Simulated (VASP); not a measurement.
# PtS2 in VASP: further runs

Runs on PtS2. Level: PBE+D3(BJ). Tasks: single point.

All numbers are computed with VASP 6.6.1; they aren't measurements. Logs are shortened: lines on timing, memory, paths and dates and some standing lists are left out, and cuts for length are marked.

### Step 1. The cell of the first run

The cell holds a slab with vacuum, 12 atoms: a = 3.583 Å, b = 3.583 Å, c = 58.809 Å, α = 90.00°, β = 90.00°, γ = 120.00°.

### Step 2. Single point, PBE+D3(BJ) (atoms taken out)

Contents of INCAR:

```
ALGO = Normal
DIPOL = 0.5 0.5 0.500
EDIFF = 1E-6
ENCUT = 520
GGA = PE
IDIPOL = 3
ISIF = 2
ISMEAR = 0
IVDW = 12
LASPH = T
LCHARG = F
LDIPOL = T
LREAL = F
LWAVE = F
NBANDS = 56
NELM = 100
PREC = Accurate
SIGMA = 0.02
```

Contents of KPOINTS:

```
k-points
0
Gamma
  12 12 1
```

Contents of POSCAR:

```
PtS2
1.0
    3.5830653973      0.0000000000      0.0000000000
   -1.7915326987      3.1030256575      0.0000000000
    0.0000000000      0.0000000000     58.8089164650
S Pt
8 4
Direct
    0.6666666667      0.3333333333      0.3605274572
    0.3333333333      0.6666666667      0.4015498101
    0.6666666667      0.3333333333      0.4398350348
    0.3333333333      0.6666666667      0.4808573876
    0.6666666667      0.3333333333      0.5191426124
    0.3333333333      0.6666666667      0.5601649652
    0.6666666667      0.3333333333      0.5984501899
    0.3333333333      0.6666666667      0.6394725428
    0.0000000000      0.0000000000      0.3810386337
    0.0000000000      0.0000000000      0.4603462112
    0.0000000000      0.0000000000      0.5396537888
    0.0000000000      0.0000000000      0.6189613663
```

Potentials or basis: VASP PAW PBE potentials, release 64 (S, Pt).

Started as:

```bash
> cat potpaw_PBE.64/S/POTCAR potpaw_PBE.64/Pt/POTCAR > POTCAR
> mpirun -np 1 vasp_std > vasp.out
```

OUTCAR:

```text
EDIFF = 1E-6
   ENCUT = 520
   GGA = PE
   ISIF = 2
   ISMEAR = 0
   IVDW = 12
   LASPH = T
   LREAL = F
   NELM = 100
   PREC = Accurate
 IVDW          = 12

 ion  position               nearest neighbor table
   1  0.667  0.333  0.361-   9 2.39   9 2.39   9 2.39
   2  0.333  0.667  0.402-   9 2.39   9 2.39   9 2.39
   3  0.667  0.333  0.440-  10 2.39  10 2.39  10 2.39
   4  0.333  0.667  0.481-  10 2.39  10 2.39  10 2.39
   5  0.667  0.333  0.519-  11 2.39  11 2.39  11 2.39
   6  0.333  0.667  0.560-  11 2.39  11 2.39  11 2.39
   7  0.667  0.333  0.598-  12 2.39  12 2.39  12 2.39
   8  0.333  0.667  0.639-  12 2.39  12 2.39  12 2.39
   9  0.000  0.000  0.381-   2 2.39   2 2.39   2 2.39   1 2.39   1 2.39   1 2.39
  10  0.000  0.000  0.460-   3 2.39   4 2.39   3 2.39   4 2.39   3 2.39   4 2.39
  11  0.000  0.000  0.540-   5 2.39   6 2.39   5 2.39   6 2.39   5 2.39   6 2.39
  12  0.000  0.000  0.619-   7 2.39   7 2.39   7 2.39   8 2.39   8 2.39   8 2.39

  LATTYP: Found a hexagonal cell.
 ALAT       =     3.5830653973
 C/A-ratio  =    16.4130178895

  Lattice vectors:

 A1 = (   3.5830653973,   0.0000000000,   0.0000000000)
 A2 = (  -1.7915326987,   3.1030256575,   0.0000000000)
 A3 = (   0.0000000000,   0.0000000000,  58.8089164650)

Analysis of symmetry for initial positions (statically):
=====================================================================
 Subroutine PRICEL returns:
 Original cell was already a primitive cell.

 Routine SETGRP: Setting up the symmetry group for a
 hexagonal supercell.

 Subroutine GETGRP returns: Found 12 space group operations
 (whereof 12 operations were pure point group operations)
 out of a pool of 24 trial point group operations.

The static configuration has the point symmetry D_3d.

Analysis of symmetry for dynamics (positions and initial velocities):
=====================================================================
 Subroutine PRICEL returns:
 Original cell was already a primitive cell.

 Routine SETGRP: Setting up the symmetry group for a
 hexagonal supercell.

 Subroutine GETGRP returns: Found 12 space group operations
 (whereof 12 operations were pure point group operations)
 out of a pool of 24 trial point group operations.

The dynamic configuration has the point symmetry D_3d.

 Subroutine INISYM returns: Found 12 space group operations
 (whereof 12 operations are pure point group operations),
 and found     1 'primitive' translations

----------------------------------------------------------------------------------------

                                     Primitive cell

  volume of cell :     653.8578

  direct lattice vectors                    reciprocal lattice vectors
     3.583065397  0.000000000  0.000000000     0.279090636  0.161133054  0.000000000
    -1.791532699  3.103025657  0.000000000     0.000000000  0.322266107  0.000000000
     0.000000000  0.000000000 58.808916465     0.000000000  0.000000000  0.017004224

  length of vectors
     3.583065397  3.583065397 58.808916465     0.322266107  0.322266107  0.017004224

  position of ions in fractional coordinates (direct lattice)
     0.666666667  0.333333333  0.360527457
     0.333333333  0.666666667  0.401549810
     0.666666667  0.333333333  0.439835035
     0.333333333  0.666666667  0.480857388
     0.666666667  0.333333333  0.519142612
     0.333333333  0.666666667  0.560164965
     0.666666667  0.333333333  0.598450190
     0.333333333  0.666666667  0.639472543
     0.000000000  0.000000000  0.381038634
     0.000000000  0.000000000  0.460346211
     0.000000000  0.000000000  0.539653789
     0.000000000  0.000000000  0.618961366

  ion indices of the primitive-cell ions
   primitive index   ion index
                 1           1
                 2           2
                 3           3
                 4           4
                 5           5
                 6           6
                 7           7
                 8           8
                 9           9
                10          10
                11          11
                12          12

----------------------------------------------------------------------------------------

 KPOINTS: k-points

Automatic generation of k-mesh.
 Grid dimensions read from file:
 generate k-points for:   12   12    1

 Generating k-lattice:

  Cartesian coordinates                     Fractional coordinates (reciprocal lattice)
     0.023257553  0.013427754  0.000000000     0.083333333  0.000000000  0.000000000
     0.000000000  0.026855509  0.000000000     0.000000000  0.083333333  0.000000000
     0.000000000  0.000000000  0.017004224     0.000000000  0.000000000  1.000000000

  Length of vectors
     0.026855509  0.026855509  0.017004224

  Shift w.r.t. Gamma in fractional coordinates (k-lattice)
     0.000000000  0.000000000  0.000000000

 Subroutine IBZKPT returns following result:
 ===========================================

 Found     19 irreducible k-points:

 Following reciprocal coordinates:
            Coordinates               Weight
  0.000000  0.000000  0.000000      1.000000
  0.083333  0.000000  0.000000      6.000000
  0.166667  0.000000  0.000000      6.000000
  0.250000  0.000000  0.000000      6.000000
  0.333333  0.000000  0.000000      6.000000
  0.416667 -0.000000  0.000000      6.000000
[... 11 lines left out ...]
  0.333333  0.250000  0.000000     12.000000
  0.333333  0.333333  0.000000      2.000000
   k-points           NKPTS =     19   k-points in BZ     NKDIM =     19   number of bands    NBANDS=     56
   number of dos      NEDOS =    301   number of ions     NIONS =     12
   total plane-waves  NPLWV = 351232
   dimension x,y,z NGX =    28 NGY =   28 NGZ =  448
   dimension x,y,z NGXF=    56 NGYF=   56 NGZF=  896
   ions per type =               8   4
   NGX,Y,Z   is equivalent  to a cutoff of  12.99, 12.99, 12.66 a.u.
   NGXF,Y,Z  is equivalent  to a cutoff of  25.98, 25.98, 25.33 a.u.
 SYSTEM =  unknown system
   PREC   = accura    normal or accurate (medium, high low for compatibility)
   ISTART =      0    job   : 0-new  1-cont  2-samecut
   ICHARG =      2    charge: 1-file 2-atom 10-const
   ISPIN  =      1    spin polarized calculation?
   LNONCOLLINEAR =      F non collinear calculations
   LSORBIT =      F    spin-orbit coupling
   LASPH  =      T    aspherical Exc in radial PAW
   ENCUT  =  520.0 eV  38.22 Ry    6.18 a.u.   6.66  6.66109.35*2*pi/ulx,y,z
   NELM   =    100;   NELMIN=  2; NELMDL= -5     # of ELM steps
   EDIFF  = 0.1E-05   stopping-criterion for ELM
   LREAL  =      F    real-space projection
[... 7 lines left out ...]
   TEBEG  =    0.0;   TEEND  =   0.0 temperature during run
   PSTRESS=    0.0 pullay stress
   NELECT =      88.0000    total number of electrons
   NUPDOWN=      -1.0000    fix difference up-down
   EMIN   =  10.00;   EMAX   =-10.00  energy-range for DOS
   EFERMI =   0.00;   METHOD = LEGACY
   ISMEAR =     0;   SIGMA  =   0.02  broadening in eV -4-tet -1-fermi 0-gaus
   EFERMI_NEDOS =   21; number of points for ismear=-14 and -15
   IALGO  =     38    algorithm
   IMIX   =      4    mixing-type and parameters
     AMIX     =   0.40;   BMIX     =  1.00
     AMIX_MAG =   1.60;   BMIX_MAG =  1.00
  volume/ion in A,a.u.               =      54.49       367.70
  Fermi-wavevector in a.u.,A,eV,Ry     =   0.838960  1.585405  9.576515  0.703854
  Thomas-Fermi vector in A             =   1.953100
   LORBIT       =      0    0 simple, 1 ext, 2 COOP (PROOUT), +10 PAW based schemes
   GGA     = PE    functional components
   LHFCALC =     F    Hartree Fock is set to
   AEXX    =    0.0000 exact exchange contribution
   IVDW    =    12    specifies the selected vdW correction
   LEPSILON=     F    determine dielectric tensor
   LRPA    =     F    only Hartree local field effects (RPA)
 non-spin polarized calculation
 Gauss-broadening in eV      SIGMA  =   0.02
  energy-cutoff  :      520.00
  volume of cell :      653.86
 maximum number of plane-waves:     17763
 NGX is ok and might be reduce to    28
   NGX = 13   NGY = 13   NGZ =219

 dipolmoment           0.000000      0.000000      0.000000 electrons x Angstroem

 number of electron      87.9999992 magnetization

 dipolmoment           0.000000      0.000000     -0.000000 electrons x Angstroem

 Free energy of the ion-electron system (eV)
  ---------------------------------------------------
  ext. energy  EPLUGINS =         0.00000000
  ---------------------------------------------------
  free energy    TOTEN  =       -61.40406560 eV

  energy without entropy =      -61.40406560  energy(sigma->0) =      -61.40406560

 E-fermi :  -1.0314     XC(G=0):  -3.7664

 val. band max:       -1.1438988372   @ k =   0.0000   0.0000   0.0000
 cond. band min:      -0.6756673881   @ k =   0.2500   0.0833   0.0000
 fundamental gap:      0.4682314491
 Fermi energy:        -1.0313622589

 k-point     1 :       0.0000    0.0000    0.0000
  band No.  band energies     occupation
      1     -16.8151      2.00000
      2     -16.6155      2.00000
      3     -16.3461      2.00000
      4     -16.1483      2.00000
      5     -14.7709      2.00000
      6     -14.3182      2.00000
[... 48 lines left out ...]
     55       3.4449      0.00000
     56       3.4940      0.00000

 k-point     2 :       0.0833    0.0000    0.0000
  band No.  band energies     occupation
      1     -16.7289      2.00000
      2     -16.5310      2.00000
      3     -16.2629      2.00000
      4     -16.0643      2.00000
      5     -14.7634      2.00000
      6     -14.3262      2.00000
[... 996 lines left out ...]
  band No.  band energies     occupation
      1     -14.6151      2.00000
      2     -14.6151      2.00000
      3     -14.5955      2.00000
      4     -14.5955      2.00000
      5     -14.5737      2.00000
      6     -14.5737      2.00000
[... 48 lines left out ...]
     55       4.9841      0.00000
     56       5.5481      0.00000

------------------------ aborting loop because EDIFF is reached ----------------------------------------

 vacuum level on the upper side and lower side of the slab       (xc-potential included)        -0.159        -0.159

 Edisp (eV)   -4.83361

 E8    (eV) :    -1.9768

  FORCE on cell =-STRESS in cart. coord.  units (eV):
  Direction    XX          YY          ZZ          XY          YZ          ZX
  --------------------------------------------------------------------------------------
  -------------------------------------------------------------------------------------
  Total      -1.21167    -1.21167     0.16818     0.00000    -0.00000     0.00000
  in kB      -2.96900    -2.96900     0.41209     0.00000    -0.00000     0.00000
  external pressure =       -1.84 kB  Pullay stress =        0.00 kB

 VOLUME and BASIS-vectors are now :
 -----------------------------------------------------------------------------
  energy-cutoff  :      520.00
  volume of cell :      653.86
      direct lattice vectors                 reciprocal lattice vectors
     3.583065397  0.000000000  0.000000000     0.279090636  0.161133054  0.000000000
    -1.791532699  3.103025657  0.000000000     0.000000000  0.322266107  0.000000000
     0.000000000  0.000000000 58.808916465     0.000000000  0.000000000  0.017004224

 POSITION                                       TOTAL-FORCE (eV/Angst)
 -----------------------------------------------------------------------------------
      1.79153      1.03434     21.20223         0.000000     -0.000000     -0.187683
     -0.00000      2.06868     23.61471        -0.000000      0.000000     -0.117858
      1.79153      1.03434     25.86622        -0.000000      0.000000      0.048531
     -0.00000      2.06868     28.27870        -0.000000      0.000000     -0.039648
      1.79153      1.03434     30.53021         0.000000     -0.000000      0.039648
     -0.00000      2.06868     32.94269         0.000000     -0.000000     -0.048531
      1.79153      1.03434     35.19421        -0.000000     -0.000000      0.117858
     -0.00000      2.06868     37.60669         0.000000     -0.000000      0.187683
      0.00000      0.00000     22.40847         0.000000     -0.000000      0.281156
      0.00000      0.00000     27.07246         0.000000     -0.000000      0.006010
      0.00000      0.00000     31.73645         0.000000      0.000000     -0.006010
      0.00000      0.00000     36.40045        -0.000000      0.000000     -0.281156
 -----------------------------------------------------------------------------------
    total drift:                               -0.000000      0.000000      0.000000

  FREE ENERGIE OF THE ION-ELECTRON SYSTEM (eV)
  ---------------------------------------------------
  free  energy   TOTEN  =       -66.2376761813 eV

  energy  without entropy=      -66.2376761813  energy(sigma->0) =      -66.23767618

 vacuum level on the upper side and lower side of the slab         3.965         3.965
```

Wall time 17 min (1 thread of Intel Xeon Platinum 8488C (Sapphire Rapids), shared host); peak memory 1 GiB.

What came out:

```
Free energy                : -66.2377 eV
Largest force              : 0.281 eV/Å
Band gap on the k mesh     : 0.47 eV (least direct gap 0.99 eV)
Dispersion energy per atom : -0.403 eV
```

Forces in eV/Å, atoms in the order of the input:
```
S    0.000  0.000 -0.188
S    0.000  0.000 -0.118
S    0.000  0.000  0.049
S    0.000  0.000 -0.040
S    0.000  0.000  0.040
S    0.000  0.000 -0.049
S    0.000  0.000  0.118
S    0.000  0.000  0.188
Pt   0.000  0.000  0.281
Pt   0.000  0.000  0.006
Pt   0.000  0.000 -0.006
Pt   0.000  0.000 -0.281
```

Caveat: the cell differs from its parent crystal (atoms taken out); spin-orbit coupling is left out, which moves the levels of the heavy elements.

### Step 3. Single point, PBE+D3(BJ) (atoms taken out)

Contents of INCAR:

```
PREC     = Accurate       # precision mode
ENCUT    = 520            # plane-wave cutoff, eV
EDIFF    = 1E-6           # SCF threshold, eV
ISMEAR   = 0              # smearing method
SIGMA    = 0.02           # smearing width, eV
LREAL    = F              # projectors in reciprocal space
LASPH    = T              # aspherical terms in the spheres
NELM     = 60             # most SCF steps
ALGO     = Normal         # electronic algorithm
ISIF     = 2              # what is computed and relaxed
LWAVE    = F              # write WAVECAR
LCHARG   = F              # write CHGCAR
LDIPOL   = T            
IDIPOL   = 3            
DIPOL    = 0.5 0.5 0.500
GGA      = PE             # functional
IVDW     = 12             # dispersion correction
NBANDS   = 56             # bands
```

Contents of KPOINTS:

```
regular mesh
0
Gamma
  12 12 1
```

Contents of POSCAR:

```
PtS2
1.0
    3.5716119998      0.0000000000      0.0000000000
   -1.7858059999      3.0931067243      0.0000000000
    0.0000000000      0.0000000000     58.8089164650
S Pt
8 4
Direct
    0.6666666667      0.3333333333      0.3590823842
    0.3333333333      0.6666666667      0.4005489241
    0.6666666667      0.3333333333      0.4394695947
    0.3333333333      0.6666666667      0.4807169233
    0.6666666667      0.3333333333      0.5192830767
    0.3333333333      0.6666666667      0.5605304053
    0.6666666667      0.3333333333      0.5994510759
    0.3333333333      0.6666666667      0.6409176158
    0.0000000000      0.0000000000      0.3800904442
    0.0000000000      0.0000000000      0.4601005354
    0.0000000000      0.0000000000      0.5398994646
    0.0000000000      0.0000000000      0.6199095558
```

Potentials or basis: VASP PAW PBE potentials, release 64 (S, Pt).

Started as:

```bash
> cat potpaw_PBE.64/S/POTCAR potpaw_PBE.64/Pt/POTCAR > POTCAR
> mpirun -np 1 vasp_std > vasp.out
```

Run time: 23 min. Hardware: 1 thread of Oxide Virtual Turin-like, shared host; peak memory 0.97 GiB.

Results (log left out):

```yaml
Free_energy: -66.2484 eV
Largest_force: 0.041 eV/Å
Band_gap_on_the_k_mesh: 0.51 eV (least direct gap 0.99 eV)
Dispersion_energy_per_atom: -0.402 eV
```

Forces in eV/Å, atoms in the order of the input:
```
S    0.000  0.000  0.040
S    0.000  0.000 -0.039
S    0.000  0.000  0.041
S    0.000  0.000 -0.041
S    0.000  0.000  0.041
S    0.000  0.000 -0.041
S    0.000  0.000  0.039
S    0.000  0.000 -0.040
Pt   0.000  0.000 -0.007
Pt   0.000  0.000  0.000
Pt   0.000  0.000  0.000
Pt   0.000  0.000  0.007
```

Levels at points of the mesh, in eV from the valence-band top:
| k point | band 42 | band 43 | band 44 | band 45 | band 46 | band 47 |
| --- | --- | --- | --- | --- | --- | --- |
| (0.00, 0.00, 0.00) | -1.09 | -0.56 | 0.00 | 1.56 | 1.56 | 1.87 |
| (0.50, 0.00, 0.00) | -2.44 | -1.94 | -1.51 | 1.17 | 1.20 | 1.53 |

Caveat: the cell differs from its parent crystal (atoms taken out); spin-orbit coupling is left out, which moves the levels of the heavy elements.
